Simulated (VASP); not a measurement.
Write the native input for VASP 6.6.1 that does the following.

```
Task                   : single point
Functional             : PBEsol
Potentials or basis    : VASP PAW PBE potentials, release 64 (Ge_d)
Cutoff                 : 520 eV
k mesh                 : 8 × 8 × 8
Occupations            : fermi-dirac, width 0.05 eV
Spin                   : no spin polarisation
Dipole correction      : no
Further INCAR settings : ALGO = Normal; EDIFF = 1e-06; NBANDS = 21
```

The structure of Ge lies in POSCAR:

```
Ge
1.0
   -2.4958980000      2.6508630000      1.4369470000
    2.4958980000     -2.6508630000      1.4369470000
    2.4958980000      2.6508630000     -1.4369470000
Ge
2
Direct
    0.3140570000      0.0640570000      0.2500000000
    0.6859430000      0.9359430000      0.7500000000
```

The input as run:

INCAR

```
ALGO = Normal
EDIFF = 1E-6
ENCUT = 520
GGA = PS
ISIF = 2
ISMEAR = -1
LASPH = T
LCHARG = F
LREAL = F
LWAVE = F
NBANDS = 21
NELM = 60
PREC = Accurate
SIGMA = 0.05
```

KPOINTS

```
k-points
0
Gamma
  8 8 8
```

Potentials or basis: VASP PAW PBE potentials, release 64 (Ge_d).

The run is started by

```sh
$ cat potpaw_PBE.64/Ge_d/POTCAR > POTCAR
$ mpirun -np 1 vasp_std > vasp.out
```

Results of the run:

- Pressure: -2.7 GPa
- Largest force: 0.021 eV/Å
- Band gap on the k mesh: zero (band 14 reaches 8.68 eV, above the bottom of band 15 at 3.52 eV)

Caveat: the PAW data sets were made with another functional, which shifts forces and pressure a little.

Run time: 35 s on 1 thread of Intel(R) Xeon(R) Platinum 8488C (Sapphire Rapids), with other jobs on the host, peak memory 0.2 GiB.
